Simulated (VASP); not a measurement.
# WC in VASP: single point with PBE

Aim: the single point of WC with PBE.

Program: VASP 6.6.1. These are calculated values, not measurements. Logs are shortened: lines on timing, memory, paths and dates and some standing lists are left out, and cuts for length are marked.

## 1. The cell of the first run

The cell holds a slab with vacuum, 16 atoms: a = 5.687 Å, b = 5.687 Å, c = 16.189 Å, α = 90.00°, β = 90.00°, γ = 120.00°.

## 2. Single point, PBE

File INCAR:

```
SYSTEM = WC
ALGO = Normal ; EDIFF = 1E-7
ENCUT = 520 ; GGA = PE
ISIF = 2 ; ISMEAR = -1
LASPH = .TRUE. ; LCHARG = .TRUE.
LELF = .TRUE. ; LREAL = Auto
LVHAR = .TRUE. ; LWAVE = .FALSE.
NBANDS = 86 ; NELM = 60
PREC = Accurate ; SIGMA = 0.1
```

File KPOINTS:

```
k-points
0
G
  3 3 1
  0 0 0
```

File POSCAR:

```
WC
1.0
    5.6872000000      0.0000000000      0.0000000000
   -2.8436000000      4.9252600000      0.0000000000
    0.0000000000      0.0000000000     16.1894250000
W C
8 8
Direct
    0.0000000000      0.0000000000      0.0617687163
   -0.0159580780     -0.0141921442      0.2441408512
   -0.0000030455      0.4999939090      0.0617687163
   -0.0100200734      0.4946946963      0.2439370144
    0.5000000000      0.0000000000      0.0617687163
    0.4941064055      0.0170143302      0.2451847425
    0.4999969545      0.4999939090      0.0617687163
    0.4822259959      0.4864311732      0.2386681429
    0.3238788164      0.1618594754      0.1393749315
    0.3097273481      0.1703057301      0.3161817050
    0.3242314232      0.6890803734      0.1487020076
    0.3161792769      0.6662592432      0.3148413239
    0.8148009421      0.1560120684      0.1492085111
    0.8128485664      0.1598088223      0.3151316369
    0.8399053401      0.6718630082      0.1504253548
    0.8186208342      0.6393165031      0.3173429569
```

Potentials or basis: VASP PAW PBE potentials, release 64 (W_sv, C).

Launch:

```sh
cat potpaw_PBE.64/W_sv/POTCAR potpaw_PBE.64/C/POTCAR > POTCAR
mpirun -np 1 vasp_std > vasp.out
```

OUTCAR:

```text
SYSTEM = WC
   EDIFF = 1E-7
   ENCUT = 520
   GGA = PE
   ISIF = 2
   ISMEAR = -1
   LASPH = .TRUE.
   LREAL = Auto
   NELM = 60
   PREC = Accurate

 ion  position               nearest neighbor table
   1  0.000  0.000  0.062-   9 2.03  15 2.16  13 2.20   7 2.84   3 2.84   5 2.84   5 2.84   3 2.84
                             7 2.84   2 2.95
   2  0.984  0.986  0.244-  10 1.99  14 2.05  16 2.08  15 2.17  13 2.27   9 2.38   4 2.81   6 2.82
                             8 2.84   8 2.85   4 2.88   6 2.88   1 2.95
   3  1.000  0.500  0.062-  11 2.13  15 2.18  13 2.21   5 2.84   1 2.84   7 2.84   7 2.84   1 2.84
                             5 2.84   4 2.95
   4  0.990  0.495  0.244-  16 1.96  12 1.98  14 2.01  15 2.21  11 2.26  13 2.27   6 2.77   2 2.81
                             8 2.82   8 2.87   2 2.88   6 2.92   3 2.95
   5  0.500  0.000  0.062-  11 2.08   9 2.09  13 2.10   7 2.84   3 2.84   1 2.84   1 2.84   7 2.84
                             3 2.84   6 2.97
   6  0.494  0.017  0.245-  14 1.94  10 2.02  12 2.06  13 2.22  11 2.25   9 2.31   8 2.71   4 2.77
                             2 2.82   2 2.88   4 2.92   5 2.97   8 2.99
   7  0.500  0.500  0.062-   9 2.09  15 2.21  11 2.28   5 2.84   1 2.84   3 2.84   3 2.84   5 2.84
                             1 2.84   8 2.87
   8  0.482  0.486  0.239-  10 2.00  16 2.09  12 2.10   9 2.27  15 2.27  11 2.30   6 2.71   4 2.82
                             2 2.84   2 2.85   7 2.87   4 2.87   6 2.99
   9  0.324  0.162  0.139-   1 2.03   5 2.09   7 2.09   8 2.27   6 2.31   2 2.38
  10  0.310  0.170  0.316-   2 1.99   8 2.00   6 2.02
  11  0.324  0.689  0.149-   5 2.08   3 2.13   6 2.25   4 2.26   7 2.28   8 2.30
  12  0.316  0.666  0.315-   4 1.98   6 2.06   8 2.10
  13  0.815  0.156  0.149-   5 2.10   1 2.20   3 2.21   6 2.22   4 2.27   2 2.27
  14  0.813  0.160  0.315-   6 1.94   4 2.01   2 2.05
  15  0.840  0.672  0.150-   1 2.16   2 2.17   3 2.18   7 2.21   4 2.21   8 2.27
  16  0.819  0.639  0.317-   4 1.96   2 2.08   8 2.09

  LATTYP: Found a hexagonal cell.
 ALAT       =     5.6872000000
 C/A-ratio  =     2.8466424603

  Lattice vectors:

 A1 = (   5.6872000000,   0.0000000000,   0.0000000000)
 A2 = (  -2.8436000000,   4.9252600000,   0.0000000000)
 A3 = (   0.0000000000,   0.0000000000,  16.1894250000)

Analysis of symmetry for initial positions (statically):
=====================================================================
 Subroutine PRICEL returns:
 Original cell was already a primitive cell.

 Routine SETGRP: Setting up the symmetry group for a
 hexagonal supercell.

 Subroutine GETGRP returns: Found  1 space group operations
 (whereof  1 operations were pure point group operations)
 out of a pool of 24 trial point group operations.

The static configuration has the point symmetry C_1 .

Analysis of symmetry for dynamics (positions and initial velocities):
=====================================================================
 Subroutine PRICEL returns:
 Original cell was already a primitive cell.

 Routine SETGRP: Setting up the symmetry group for a
 hexagonal supercell.

 Subroutine GETGRP returns: Found  1 space group operations
 (whereof  1 operations were pure point group operations)
 out of a pool of 24 trial point group operations.

The dynamic configuration has the point symmetry C_1 .

 Subroutine INISYM returns: Found  1 space group operations
 (whereof  1 operations are pure point group operations),
 and found     1 'primitive' translations

----------------------------------------------------------------------------------------

                                     Primitive cell

  volume of cell :     453.4810

  direct lattice vectors                    reciprocal lattice vectors
     5.687200000  0.000000000  0.000000000     0.175833451  0.101517483  0.000000000
    -2.843600000  4.925260000  0.000000000     0.000000000  0.203034967  0.000000000
     0.000000000  0.000000000 16.189425000     0.000000000  0.000000000  0.061768716

  length of vectors
     5.687200000  5.687200280 16.189425000     0.203034977  0.203034967  0.061768716

  position of ions in fractional coordinates (direct lattice)
     0.000000000  0.000000000  0.061768716
     0.984041922  0.985807856  0.244140851
     0.999996954  0.499993909  0.061768716
     0.989979927  0.494694696  0.243937014
     0.500000000  0.000000000  0.061768716
     0.494106405  0.017014330  0.245184743
[... 8 lines left out ...]
     0.839905340  0.671863008  0.150425355
     0.818620834  0.639316503  0.317342957

  ion indices of the primitive-cell ions
   primitive index   ion index
                 1           1
                 2           2
                 3           3
                 4           4
                 5           5
                 6           6
[... 8 lines left out ...]
                15          15
                16          16

----------------------------------------------------------------------------------------

 KPOINTS: k-points

Automatic generation of k-mesh.
 Grid dimensions read from file:
 generate k-points for:    3    3    1

 Generating k-lattice:

  Cartesian coordinates                     Fractional coordinates (reciprocal lattice)
     0.058611150  0.033839161  0.000000000     0.333333333  0.000000000  0.000000000
     0.000000000  0.067678322  0.000000000     0.000000000  0.333333333  0.000000000
     0.000000000  0.000000000  0.061768716     0.000000000  0.000000000  1.000000000

  Length of vectors
     0.067678326  0.067678322  0.061768716

  Shift w.r.t. Gamma in fractional coordinates (k-lattice)
     0.000000000  0.000000000  0.000000000

 Subroutine IBZKPT returns following result:
 ===========================================

 Found      5 irreducible k-points:

 Following reciprocal coordinates:
            Coordinates               Weight
  0.000000  0.000000  0.000000      1.000000
  0.333333 -0.000000  0.000000      2.000000
  0.000000  0.333333  0.000000      2.000000
 -0.333333  0.333333  0.000000      2.000000
  0.333333  0.333333  0.000000      2.000000
   k-points           NKPTS =      5   k-points in BZ     NKDIM =      5   number of bands    NBANDS=     86
   number of dos      NEDOS =    301   number of ions     NIONS =     16
   total plane-waves  NPLWV = 211680
   dimension x,y,z NGX =    42 NGY =   42 NGZ =  120
   dimension x,y,z NGXF=    84 NGYF=   84 NGZF=  240
   ions per type =               8   8
   NGX,Y,Z   is equivalent  to a cutoff of  12.28, 12.28, 12.32 a.u.
   NGXF,Y,Z  is equivalent  to a cutoff of  24.55, 24.55, 24.65 a.u.
 SYSTEM =  WC
   PREC   = accura    normal or accurate (medium, high low for compatibility)
   ISTART =      0    job   : 0-new  1-cont  2-samecut
   ICHARG =      2    charge: 1-file 2-atom 10-const
   ISPIN  =      1    spin polarized calculation?
   LNONCOLLINEAR =      F non collinear calculations
   LSORBIT =      F    spin-orbit coupling
   LASPH  =      T    aspherical Exc in radial PAW
   ENCUT  =  520.0 eV  38.22 Ry    6.18 a.u.  10.57 10.57 30.10*2*pi/ulx,y,z
   NELM   =     60;   NELMIN=  2; NELMDL= -5     # of ELM steps
   EDIFF  = 0.1E-06   stopping-criterion for ELM
   LREAL  =      T    real-space projection
   EDIFFG = 0.1E-05   stopping-criterion for IOM
   NSW    =      0    number of steps for IOM
   IBRION =     -1    ionic relax: 0-MD 1-quasi-New 2-CG
   NFREE  =      0    steps in history (QN), initial steepest desc. (CG)
   ISIF   =      2    stress and relaxation
   ISYM   =      2    0-nonsym 1-usesym 2-fastsym
   POTIM  = 0.5000    time-step for ionic-motion
   TEBEG  =    0.0;   TEEND  =   0.0 temperature during run
   PSTRESS=    0.0 pullay stress
   NELECT =     144.0000    total number of electrons
   NUPDOWN=      -1.0000    fix difference up-down
   EMIN   =  10.00;   EMAX   =-10.00  energy-range for DOS
   EFERMI =   0.00;   METHOD = LEGACY
   ISMEAR =    -1;   SIGMA  =   0.10  broadening in eV -4-tet -1-fermi 0-gaus
   EFERMI_NEDOS =   21; number of points for ismear=-14 and -15
   IALGO  =     38    algorithm
   IMIX   =      4    mixing-type and parameters
     AMIX     =   0.40;   BMIX     =  1.00
     AMIX_MAG =   1.60;   BMIX_MAG =  1.00
  volume/ion in A,a.u.               =      28.34       191.27
  Fermi-wavevector in a.u.,A,eV,Ry     =   1.116887  2.110611 16.972410  1.247437
  Thomas-Fermi vector in A             =   2.253505
   LORBIT       =      0    0 simple, 1 ext, 2 COOP (PROOUT), +10 PAW based schemes
   GGA     = PE    functional components
   LHFCALC =     F    Hartree Fock is set to
   AEXX    =    0.0000 exact exchange contribution
   IVDW    =     0    specifies the selected vdW correction
   LEPSILON=     F    determine dielectric tensor
   LRPA    =     F    only Hartree local field effects (RPA)
 non-spin polarized calculation
  energy-cutoff  :      520.00
  volume of cell :      453.48
 maximum number of plane-waves:     12276
 NGX is ok and might be reduce to    42
   NGX = 21   NGY = 21   NGZ = 61

 number of electron     144.0000006 magnetization

 Free energy of the ion-electron system (eV)
  ---------------------------------------------------
  ext. energy  EPLUGINS =         0.00000000
  ---------------------------------------------------
  free energy    TOTEN  =      -160.79124647 eV

  energy without entropy =     -160.65704870  energy(sigma->0) =     -160.72414759

 E-fermi :   0.7131     XC(G=0):  -6.2173

 val. band max:        0.1868734754   @ k =   0.3333  -0.0000   0.0000
 cond. band min:       0.7957908970   @ k =  -0.3333   0.3333   0.0000
 fundamental gap:      0.6089174216
 Fermi energy:         0.7130764509

 k-point     1 :       0.0000    0.0000    0.0000
  band No.  band energies     occupation
      1     -73.3362      2.00000
      2     -73.2687      2.00000
      3     -73.2351      2.00000
      4     -73.2207      2.00000
      5     -73.1744      2.00000
      6     -73.1532      2.00000
[... 76 lines left out ...]
     83       3.1719      0.00000
     84       3.9319      0.00000

 k-point     2 :       0.3333   -0.0000    0.0000
  band No.  band energies     occupation
      1     -73.3240      2.00000
      2     -73.2771      2.00000
      3     -73.2216      2.00000
      4     -73.2198      2.00000
      5     -73.1752      2.00000
      6     -73.1666      2.00000
[... 76 lines left out ...]
     83       3.0517      0.00000
     84       3.5895      0.00000

 k-point     3 :       0.0000    0.3333    0.0000
  band No.  band energies     occupation
      1     -73.3253      2.00000
      2     -73.2741      2.00000
      3     -73.2236      2.00000
      4     -73.2183      2.00000
      5     -73.1850      2.00000
      6     -73.1528      2.00000
[... 76 lines left out ...]
     83       3.1123      0.00000
     84       3.5541      0.00000

 k-point     4 :      -0.3333    0.3333    0.0000
  band No.  band energies     occupation
      1     -73.3273      2.00000
      2     -73.2673      2.00000
      3     -73.2297      2.00000
      4     -73.2186      2.00000
      5     -73.1834      2.00000
      6     -73.1561      2.00000
[... 76 lines left out ...]
     83       2.9946      0.00000
     84       3.5933      0.00000

 k-point     5 :       0.3333    0.3333    0.0000
  band No.  band energies     occupation
      1     -73.3193      2.00000
      2     -73.2754      2.00000
      3     -73.2273      2.00000
      4     -73.2062      2.00000
      5     -73.1865      2.00000
      6     -73.1680      2.00000
[... 76 lines left out ...]
     83       3.2972      0.00000
     84       3.3795      0.00000
 [bands above 84 left out]

------------------------ aborting loop because EDIFF is reached ----------------------------------------

  FORCE on cell =-STRESS in cart. coord.  units (eV):
  Direction    XX          YY          ZZ          XY          YZ          ZX
  --------------------------------------------------------------------------------------
  -------------------------------------------------------------------------------------
  Total       25.0550826     24.1014976     -7.4560359      1.2554730      1.0990948      3.9311975
  in kB       88.5212086     85.1521318    -26.3426514      4.4356664      3.8831721     13.8891720
  external PRESSURE =      49.1102296 kB  Pullay stress =       0.0000000 kB

 VOLUME and BASIS-vectors are now :
 -----------------------------------------------------------------------------
  energy-cutoff  :      520.00
  volume of cell :      453.48
      direct lattice vectors                 reciprocal lattice vectors
     5.687200000  0.000000000  0.000000000     0.175833451  0.101517483  0.000000000
    -2.843600000  4.925260000  0.000000000     0.000000000  0.203034967  0.000000000
     0.000000000  0.000000000 16.189425000     0.000000000  0.000000000  0.061768716

 POSITION                                       TOTAL-FORCE (eV/Angst)
 -----------------------------------------------------------------------------------
      0.00000      0.00000      1.00000        -1.036677     -0.472324      0.559883
      2.79320      4.85536      3.95250        -0.726925      0.654417      0.626989
      4.26540      2.46260      1.00000        -0.300353      0.057924      1.160911
      4.22350      2.43650      3.94920         0.365863      0.298323     -0.617841
      2.84360      0.00000      1.00000        -0.080273     -0.034684      0.229020
      2.76170      0.08380      3.96940        -0.099681     -3.428086     -0.395998
[... 8 lines left out ...]
      2.86620      3.30910      2.43530        -0.781144     -0.749616     -1.552488
      2.83770      3.14880      5.13760        -1.468468      1.101513     -0.984607
 -----------------------------------------------------------------------------------
    total drift:                                0.016237      0.007495     -0.030384

  FREE ENERGIE OF THE ION-ELECTRON SYSTEM (eV)
  ---------------------------------------------------
  free  energy   TOTEN  =      -160.7912464708 eV

  energy  without entropy=     -160.6570487049  energy(sigma->0) =     -160.72414759
```

Run time: 16 min. Hardware: 1 thread of Intel Xeon 8259CL, shared host; peak memory 0.52 GiB.

What came out:

| Quantity | Value |
| --- | --- |
| Free energy | -160.7912 eV |
| Largest force | 3.452 eV/Å |
| Band gap on the k mesh | zero (bands 72 and 73 overlap by 1.01 eV) |

Forces in eV/Å, atoms in the order of the input:
```
W   -1.037 -0.472  0.560
W   -0.727  0.654  0.627
W   -0.300  0.058  1.161
W    0.366  0.298 -0.618
W   -0.080 -0.035  0.229
W   -0.100 -3.428 -0.396
W   -0.321  0.686  0.503
W   -0.460  2.236  1.762
C    0.141  0.824  1.502
C    0.487 -0.190 -0.462
C    1.239 -1.705 -0.687
C    1.122  0.165 -0.891
C    0.950  0.834 -1.037
C    0.970 -0.278  0.284
C   -0.781 -0.750 -1.552
C   -1.468  1.102 -0.985
```

Caveat: the k points lie up to 0.43 Å⁻¹ apart, too coarse for converged energies and pressures of a metal; the atoms stand as in a frame of molecular dynamics; there is no dipole correction, which matters where the two faces differ; spin-orbit coupling is left out, which moves the levels of the heavy elements.

The gap in the log of VASP goes by the Fermi energy; the results here count the filled bands.